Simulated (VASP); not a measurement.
Si5N, 6 atoms in the cell. The structure is trigonal, space group P3m1 (No. 156). The conventional cell has a = 3.710 Å, b = 3.710 Å, c = 8.611 Å, α = 90.00°, β = 90.00°, γ = 120.00°. Within 3.0 Å of Si (site symmetry 3m) lie 4 Si at 2.31 to 2.36 Å. Si (site symmetry 3m) has 4 Si at 2.31 to 2.36 Å within 3.1 Å. Si (site symmetry 3m) has 4 Si at 2.31 to 2.36 Å within 3.1 Å. Within 2.9 Å of Si (site symmetry 3m) lie 3 N at 2.17 Å and 1 Si at 2.36 Å. Si (site symmetry 3m) has 1 N at 1.82 Å and 3 Si at 2.31 Å within 2.4 Å. N (site symmetry 3m) has 4 Si at 1.82 to 2.17 Å within 2.4 Å. 

| Property | Result |
| --- | --- |
| Program | VASP 6.6.1 |
| Task | single point |
| Functional | PBE |
| Potentials or basis | VASP PAW PBE potentials, release 64 (Si, N) |
| Cutoff | 520 eV |
| k mesh | 12 × 12 × 4 |
| Occupations | gaussian, width 0.1 eV |
| Spin | no spin polarisation |
| Dipole correction | no |
| Further INCAR settings | ALGO = Normal; EDIFF = 1e-06; NBANDS = 22 |

Potentials or basis: VASP PAW PBE potentials, release 64 (Si, N).

The run is started by

```sh
$ cat potpaw_PBE.64/Si/POTCAR potpaw_PBE.64/N/POTCAR > POTCAR
$ mpirun -np 1 vasp_std > vasp.out
```

Hardware: 1 thread of Intel(R) Xeon(R) Platinum 8488C (Sapphire Rapids) (shared host).

How long does it take, and how much memory?

Run time: 110 s on 1 thread of Intel(R) Xeon(R) Platinum 8488C (Sapphire Rapids), with other jobs on the host, peak memory 0.28 GiB. Counts: scf iterations 15, k points 69.
